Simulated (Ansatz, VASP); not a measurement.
Cd: VASP beside Ansatz

```
Cd
1.0
     0.00000    2.94038    2.94038
     2.94038    0.00000    2.94038
     2.94038    2.94038    0.00000
Cd
2
Direct
  0.87500 0.87500 0.87500
  0.12500 0.12500 0.12500
```

Change from the starting cell: volume scaled by 0.68, PAW files.

Alike in both runs: task single point; functional PBE; k mesh 12 × 12 × 12; occupations fermi-dirac, width 0.08 eV; no spin polarisation.

|  | VASP | Ansatz |
| --- | --- | --- |
| version | VASP 6.6.1 | Ansatz 0.2.0 |
| potentials or method | VASP PAW PBE potentials, release 64 (Cd) | PAW with Ansatz's default frozen-core files, scalar-relativistic |
| plane-wave cutoff (eV) | 520 | 420 |
| valence electrons in the cell | 24 | 40 |

Ansatz gave:

* pressure (GPa): 17.7

Question: What did VASP give for the same quantities?

Answer: Pressure (GPa): 18.5.

The functional is the same, so the differences come from potentials, cutoffs and numerics. VASP's potentials hold 24 valence electrons a cell and Ansatz's 40, so a difference there can come from the potentials and not from the codes.
